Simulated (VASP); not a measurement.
# SnO (P4/nmm) in VASP: further runs

The runs below take SnO through single point, with PBE, r2SCAN.

All numbers are computed with VASP 6.6.1; they aren't measurements. Logs are shortened: lines on timing, memory, paths and dates and some standing lists are left out, and cuts for length are marked.

## (1) The cell of the first run

The structure is tetragonal, space group P4/nmm (No. 129). The conventional cell has a = 3.793 Å, b = 3.793 Å, c = 4.758 Å, α = 90.00°, β = 90.00°, γ = 90.00°. Sn (site symmetry 4mm) has 4 O at 2.22 Å within 2.9 Å. Within 2.9 Å of O (site symmetry -4m2) lie 4 Sn at 2.22 Å and 4 O at 2.68 Å.

## (2) Single point, PBE

Contents of INCAR:

```
PREC     = Accurate       # precision mode
ENCUT    = 1340           # plane-wave cutoff, eV
EDIFF    = 1E-6           # SCF threshold, eV
ISMEAR   = -1             # smearing method
SIGMA    = 0.02           # smearing width, eV
LREAL    = False          # projectors in reciprocal space
LASPH    = True           # aspherical terms in the spheres
NELM     = 120            # most SCF steps
ALGO     = Normal         # electronic algorithm
ISIF     = 2              # what is computed and relaxed
LWAVE    = False          # write WAVECAR
LCHARG   = False          # write CHGCAR
GGA      = PE             # functional
NBANDS   = 28             # bands
GGA_COMPAT= False
```

Contents of KPOINTS:

```
Automatic mesh
0
Gamma
  6 6 6
```

Contents of POSCAR:

```
SnO
1.0
    3.7925880617      0.0000000000      0.0000000000
    0.0000000000      3.7925880617      0.0000000000
    0.0000000000      0.0000000000      4.7583872278
Sn O
2 2
Direct
    0.0000000000      0.5000000000      0.2410331232
    0.5000000000      0.0000000000      0.7589668768
    0.5000000000      0.5000000000      0.0000000000
    0.0000000000      0.0000000000      0.0000000000
```

Potentials or basis: VASP PAW PBE potentials, release 64 (Sn_d, O_h).

Command:

```
$ cat potpaw_PBE.64/Sn_d/POTCAR potpaw_PBE.64/O_h/POTCAR > POTCAR
$ mpirun -np 1 vasp_std > vasp.out
```

OUTCAR:

```text
PREC = Accurate
   ENCUT = 1340
   EDIFF = 1E-6
   ISMEAR = -1
   LREAL = False
   LASPH = True
   NELM = 120
   ISIF = 2
   GGA = PE

 ion  position               nearest neighbor table
   1  0.000  0.500  0.241-   3 2.22   4 2.22   4 2.22   3 2.22   2 3.53   2 3.53   2 3.53   2 3.53
                             2 3.64   2 3.64   2 3.64   2 3.64
   2  0.500  0.000  0.759-   3 2.22   4 2.22   3 2.22   4 2.22   1 3.53   1 3.53   1 3.53   1 3.53
                             1 3.64   1 3.64   1 3.64   1 3.64
   3  0.500  0.500  0.000-   1 2.22   2 2.22   2 2.22   1 2.22
   4  0.000  0.000  0.000-   1 2.22   2 2.22   1 2.22   2 2.22

  LATTYP: Found a simple tetragonal cell.
 ALAT       =     3.7925880617
 C/A-ratio  =     1.2546543812

  Lattice vectors:

 A1 = (   3.7925880617,   0.0000000000,   0.0000000000)
 A2 = (   0.0000000000,   3.7925880617,   0.0000000000)
 A3 = (   0.0000000000,   0.0000000000,   4.7583872278)

Analysis of symmetry for initial positions (statically):
=====================================================================
 Subroutine PRICEL returns:
 Original cell was already a primitive cell.

 Routine SETGRP: Setting up the symmetry group for a
 simple tetragonal supercell.

 Subroutine GETGRP returns: Found 16 space group operations
 (whereof  8 operations were pure point group operations)
 out of a pool of 16 trial point group operations.

The static configuration has the point symmetry D_2d.
 The point group associated with its full space group is D_4h.

Analysis of symmetry for dynamics (positions and initial velocities):
=====================================================================
 Subroutine PRICEL returns:
 Original cell was already a primitive cell.

 Routine SETGRP: Setting up the symmetry group for a
 simple tetragonal supercell.

 Subroutine GETGRP returns: Found 16 space group operations
 (whereof  8 operations were pure point group operations)
 out of a pool of 16 trial point group operations.

The dynamic configuration has the point symmetry D_2d.
 The point group associated with its full space group is D_4h.

 Subroutine INISYM returns: Found 16 space group operations
 (whereof  8 operations are pure point group operations),
 and found     1 'primitive' translations

----------------------------------------------------------------------------------------

                                     Primitive cell

  volume of cell :      68.4433

  direct lattice vectors                    reciprocal lattice vectors
     3.792588062  0.000000000  0.000000000     0.263672190  0.000000000  0.000000000
     0.000000000  3.792588062  0.000000000     0.000000000  0.263672190  0.000000000
     0.000000000  0.000000000  4.758387228     0.000000000  0.000000000  0.210155238

  length of vectors
     3.792588062  3.792588062  4.758387228     0.263672190  0.263672190  0.210155238

  position of ions in fractional coordinates (direct lattice)
     0.000000000  0.500000000  0.241033123
     0.500000000  0.000000000  0.758966877
     0.500000000  0.500000000  0.000000000
     0.000000000  0.000000000  0.000000000

  ion indices of the primitive-cell ions
   primitive index   ion index
                 1           1
                 2           2
                 3           3
                 4           4

----------------------------------------------------------------------------------------

 KPOINTS: Automatic mesh

Automatic generation of k-mesh.
 Grid dimensions read from file:
 generate k-points for:    6    6    6

 Generating k-lattice:

  Cartesian coordinates                     Fractional coordinates (reciprocal lattice)
     0.043945365  0.000000000  0.000000000     0.166666667  0.000000000  0.000000000
     0.000000000  0.043945365  0.000000000     0.000000000  0.166666667  0.000000000
     0.000000000  0.000000000  0.035025873     0.000000000  0.000000000  0.166666667

  Length of vectors
     0.043945365  0.043945365  0.035025873

  Shift w.r.t. Gamma in fractional coordinates (k-lattice)
     0.000000000  0.000000000  0.000000000

 Subroutine IBZKPT returns following result:
 ===========================================

 Found     40 irreducible k-points:

 Following reciprocal coordinates:
            Coordinates               Weight
  0.000000  0.000000  0.000000      1.000000
  0.166667  0.000000  0.000000      4.000000
  0.333333  0.000000  0.000000      4.000000
  0.500000  0.000000  0.000000      2.000000
  0.166667  0.166667  0.000000      4.000000
  0.333333  0.166667  0.000000      8.000000
[... 16 lines left out ...]
  0.333333  0.000000  0.333333      8.000000
  0.500000  0.000000  0.333333      4.000000
 [... further k-points ...]
   k-points           NKPTS =     40   k-points in BZ     NKDIM =     40   number of bands    NBANDS=     28
   number of dos      NEDOS =    301   number of ions     NIONS =      4
   total plane-waves  NPLWV = 138240
   dimension x,y,z NGX =    48 NGY =   48 NGZ =   60
   dimension x,y,z NGXF=    96 NGYF=   96 NGZF=  120
   ions per type =               2   2
   NGX,Y,Z   is equivalent  to a cutoff of  21.04, 21.04, 20.96 a.u.
   NGXF,Y,Z  is equivalent  to a cutoff of  42.08, 42.08, 41.92 a.u.
 SYSTEM =  unknown system
   PREC   = accura    normal or accurate (medium, high low for compatibility)
   ISTART =      0    job   : 0-new  1-cont  2-samecut
   ICHARG =      2    charge: 1-file 2-atom 10-const
   ISPIN  =      1    spin polarized calculation?
   LNONCOLLINEAR =      F non collinear calculations
   LSORBIT =      F    spin-orbit coupling
   LASPH  =      T    aspherical Exc in radial PAW
   ENCUT  = 1340.0 eV  98.49 Ry    9.92 a.u.  11.32 11.32 14.20*2*pi/ulx,y,z
   NELM   =    120;   NELMIN=  2; NELMDL= -5     # of ELM steps
   EDIFF  = 0.1E-05   stopping-criterion for ELM
   LREAL  =      F    real-space projection
   EDIFFG = 0.1E-04   stopping-criterion for IOM
   NSW    =      0    number of steps for IOM
   IBRION =     -1    ionic relax: 0-MD 1-quasi-New 2-CG
   NFREE  =      0    steps in history (QN), initial steepest desc. (CG)
   ISIF   =      2    stress and relaxation
   ISYM   =      2    0-nonsym 1-usesym 2-fastsym
   POTIM  = 0.5000    time-step for ionic-motion
   TEBEG  =    0.0;   TEEND  =   0.0 temperature during run
   PSTRESS=    0.0 pullay stress
   NELECT =      40.0000    total number of electrons
   NUPDOWN=      -1.0000    fix difference up-down
   EMIN   =  10.00;   EMAX   =-10.00  energy-range for DOS
   EFERMI =   0.00;   METHOD = LEGACY
   ISMEAR =    -1;   SIGMA  =   0.02  broadening in eV -4-tet -1-fermi 0-gaus
   EFERMI_NEDOS =   21; number of points for ismear=-14 and -15
   IALGO  =     38    algorithm
   IMIX   =      4    mixing-type and parameters
     AMIX     =   0.40;   BMIX     =  1.00
     AMIX_MAG =   1.60;   BMIX_MAG =  1.00
  volume/ion in A,a.u.               =      17.11       115.47
  Fermi-wavevector in a.u.,A,eV,Ry     =   1.368730  2.586525 25.489451  1.873422
  Thomas-Fermi vector in A             =   2.494668
   LORBIT       =      0    0 simple, 1 ext, 2 COOP (PROOUT), +10 PAW based schemes
   GGA     = PE    functional components
   LHFCALC =     F    Hartree Fock is set to
   AEXX    =    0.0000 exact exchange contribution
   IVDW    =     0    specifies the selected vdW correction
   LEPSILON=     F    determine dielectric tensor
   LRPA    =     F    only Hartree local field effects (RPA)
 non-spin polarized calculation
  energy-cutoff  :     1340.00
  volume of cell :       68.44
 maximum number of plane-waves:      7680
 NGX is ok and might be reduce to    48
   NGX = 23   NGY = 23   NGZ = 29

 number of electron      39.9999998 magnetization

 Free energy of the ion-electron system (eV)
  ---------------------------------------------------
  ext. energy  EPLUGINS =         0.00000000
  ---------------------------------------------------
  free energy    TOTEN  =       -22.65493327 eV

  energy without entropy =      -22.65439394  energy(sigma->0) =      -22.65466361

 E-fermi :   7.6790     XC(G=0): -10.3902

 val. band max:        7.6651179169   @ k =   0.5000   0.5000   0.0000
 cond. band min:       7.7269451266   @ k =   0.0000   0.0000   0.0000
 fundamental gap:      0.0618272097
 Fermi energy:         7.6789863362

 k-point     1 :       0.0000    0.0000    0.0000
  band No.  band energies     occupation
      1     -14.3954      2.00000
      2     -13.9352      2.00000
      3     -13.9352      2.00000
      4     -13.9269      2.00000
      5     -13.8846      2.00000
      6     -13.8803      2.00000
[... 20 lines left out ...]
     27      14.4105      0.00000
     28      14.7838      0.00000

 k-point     2 :       0.1667    0.0000    0.0000
  band No.  band energies     occupation
      1     -14.3800      2.00000
      2     -13.9518      2.00000
      3     -13.9294      2.00000
      4     -13.9275      2.00000
      5     -13.8976      2.00000
      6     -13.8864      2.00000
[... 20 lines left out ...]
     27      14.6772      0.00000
     28      16.6841      0.00000

 k-point     3 :       0.3333    0.0000    0.0000
  band No.  band energies     occupation
      1     -14.3371      2.00000
      2     -14.1243      2.00000
      3     -13.9124      2.00000
      4     -13.9087      2.00000
      5     -13.8895      2.00000
      6     -13.8886      2.00000
[... 20 lines left out ...]
     27      15.1703      0.00000
     28      17.8743      0.00000

 k-point     4 :       0.5000    0.0000    0.0000
  band No.  band energies     occupation
      1     -14.2585      2.00000
      2     -14.2585      2.00000
      3     -13.8936      2.00000
      4     -13.8936      2.00000
      5     -13.8935      2.00000
      6     -13.8935      2.00000
[... 578 lines left out ...]
     27      15.6714      0.00000
     28      16.8079      0.00000

 k-point    23 :       0.3333    0.0000    0.3333
  band No.  band energies     occupation
      1     -14.3381      2.00000
      2     -14.1497      2.00000
      3     -13.9279      2.00000
      4     -13.9046      2.00000
      5     -13.8946      2.00000
      6     -13.8912      2.00000
[... 20 lines left out ...]
     27      16.1605      0.00000
     28      17.9785      0.00000

 k-point    24 :       0.5000    0.0000    0.3333
  band No.  band energies     occupation
      1     -14.2733      2.00000
      2     -14.2733      2.00000
      3     -13.9242      2.00000
      4     -13.9242      2.00000
      5     -13.8866      2.00000
      6     -13.8866      2.00000
[... 20 lines left out ...]
     27      16.8881      0.00000
     28      16.8881      0.00000

 [... further k-points ...]

------------------------ aborting loop because EDIFF is reached ----------------------------------------

  FORCE on cell =-STRESS in cart. coord.  units (eV):
  Direction    XX          YY          ZZ          XY          YZ          ZX
  --------------------------------------------------------------------------------------
  -------------------------------------------------------------------------------------
  Total        2.5120570      2.5120570      2.1264705      0.0000000      0.0000000      0.0000000
  in kB       58.8042809     58.8042809     49.7781567      0.0000000      0.0000000      0.0000000
  external PRESSURE =      55.7955728 kB  Pullay stress =       0.0000000 kB

 VOLUME and BASIS-vectors are now :
 -----------------------------------------------------------------------------
  energy-cutoff  :     1340.00
  volume of cell :       68.44
      direct lattice vectors                 reciprocal lattice vectors
     3.792588062  0.000000000  0.000000000     0.263672190  0.000000000  0.000000000
     0.000000000  3.792588062  0.000000000     0.000000000  0.263672190  0.000000000
     0.000000000  0.000000000  4.758387228     0.000000000  0.000000000  0.210155238

 POSITION                                       TOTAL-FORCE (eV/Angst)
 -----------------------------------------------------------------------------------
      0.00000      1.89629      1.14693         0.000000      0.000000      0.574008
      1.89629      0.00000      3.61146        -0.000000      0.000000     -0.574008
      1.89629      1.89629      0.00000         0.000000      0.000000     -0.000000
      0.00000      0.00000      0.00000         0.000000      0.000000     -0.000000
 -----------------------------------------------------------------------------------
    total drift:                                0.000000      0.000000      0.000000

  FREE ENERGIE OF THE ION-ELECTRON SYSTEM (eV)
  ---------------------------------------------------
  free  energy   TOTEN  =       -22.6549332731 eV

  energy  without entropy=      -22.6543939391  energy(sigma->0) =      -22.65466361
```

Wall time 3.6 min (1 thread of Intel Xeon Platinum 8375C at 2.90GHz (Ice Lake), shared host); peak memory 0.5 GiB.

What came out:

| Property | Result |
| --- | --- |
| Free energy | -22.6549 eV |
| Pressure | 5.6 GPa |
| Largest force | 0.574 eV/Å |
| Band gap on the k mesh | zero (bands 20 and 21 overlap by 0.06 eV) |

Forces in eV/Å, atoms in the order of the input:
```
Sn   0.000  0.000  0.574
Sn   0.000  0.000 -0.574
O    0.000  0.000  0.000
O    0.000  0.000  0.000
```

Levels at points of the mesh, in eV from the Fermi level:
```csv
k point,band 17,band 18,band 19,band 20,band 21,band 22,band 23,band 24
"(0.00, 0.00, 0.00)",-3.55,-3.25,-3.25,0.05,2.21,4.57,4.64,4.64
"(0.50, 0.00, 0.00)",-4.95,-4.95,-2.78,-2.78,3.32,3.32,5.94,5.94
"(0.50, 0.50, 0.00)",-2.58,-2.58,-1.88,-1.88,-0.01,-0.01,4.52,4.52
"(0.00, 0.00, 0.50)",-3.27,-3.27,-2.96,-2.25,1.72,2.88,2.88,3.67
"(0.50, 0.00, 0.50)",-4.90,-4.90,-1.76,-1.76,2.69,2.69,5.41,5.41
"(0.50, 0.50, 0.50)",-2.75,-2.75,-2.59,-2.59,2.31,2.31,4.23,4.23
```

Caveat: the cell stands under pressure; semilocal functionals underestimate gaps, and a narrow one can read as zero; spin-orbit coupling is left out, which moves the levels of the heavy elements.

(Part 1 of 2 ends here.)

The gap in the log of VASP goes by the Fermi energy; the results here count the filled bands.